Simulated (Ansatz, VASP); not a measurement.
# One calculation of SnTe, two programs

Contents of INCAR:

```
SYSTEM = SnTe
PREC = Accurate
ENCUT = 520
EDIFF = 1E-6
ISMEAR = -1
SIGMA = 0.08
LREAL = .False.
LASPH = .True.
NELM = 60
ALGO = Normal
ISIF = 2
LWAVE = .False.
LCHARG = .False.
GGA = PS
NBANDS = 17
```

KPOINTS

```
Automatic mesh
0
Gamma
  11 11 11
  0 0 0
```

The input POSCAR:

```
SnTe
1.0
   -0.0631300000      3.1249350000      3.1249350000
    3.1249350000     -0.0631300000      3.1249350000
    3.1249350000      3.1249350000     -0.0631300000
Sn Te
1 1
Direct
    0.0000000000      0.0000000000      0.0000000000
    0.5000000000      0.5000000000      0.5000000000
```

Input for Ansatz:

```yaml
crystal:
  lattice:
    - [-0.06313, 3.124935, 3.124935]
    - [3.124935, -0.06313, 3.124935]
    - [3.124935, 3.124935, -0.06313]
  atoms:
    - { symbol: Sn, position: [0.0, 0.0, 0.0] }
    - { symbol: Te, position: [0.5, 0.5, 0.5] }
kpoints:
  mp_grid: { grid: [11, 11, 11] }
  band_path:
    path:
      - [0.0, 0.0, 0.0]
      - [0.5, 0.5, 0.5]
      - [0.2551801333, 0.5, 0.7448198667]
      - [-0.2551801333, 0.2551801333, 0.5]
      - [0.0, 0.0, 0.5]
      - [0.0, 0.0, 0.0]
      - [-0.3775900666, 0.0, 0.3775900666]
      - [0.0, 0.3775900666, 0.6224099334]
      - [0.0, 0.5, 0.5]
    npoints: 5
scf:
  occupations: { method: fermi_dirac, width: 0.08 }
hamiltonian:
  xc: pbesol
  pseudopotentials: { kind: all_electron, lapw: { basis_error: 0.00025 } }
output:
  forces: true
  stress: true
  eigenvalues: true
```

Change from the starting cell: equal xy, yz and zx shear strains of -2 %.

Alike in both runs: task single point; functional PBEsol; k mesh 11 × 11 × 11; occupations fermi-dirac, width 0.08 eV; no spin polarisation.

|  | VASP | Ansatz |
| --- | --- | --- |
| version | VASP 6.6.1 | Ansatz 0.2.0 |
| potentials or method | VASP PAW PBE potentials, release 64 (Sn_d, Te), cutoff 520 eV | all-electron LAPW, scalar-relativistic |

|  | VASP | Ansatz | Ansatz less VASP |
| --- | --- | --- | --- |
| pressure (GPa) | -0.6 | -0.5 | +0.03 |
| traceless stress, the component that is largest in VASP (GPa) | 0.31 | 0.31 | +0.001 |

VASP's potentials were made for PBE, not for PBEsol. Ansatz ran all-electron here, and VASP with PAW potentials.

Neither program's run includes spin-orbit coupling.
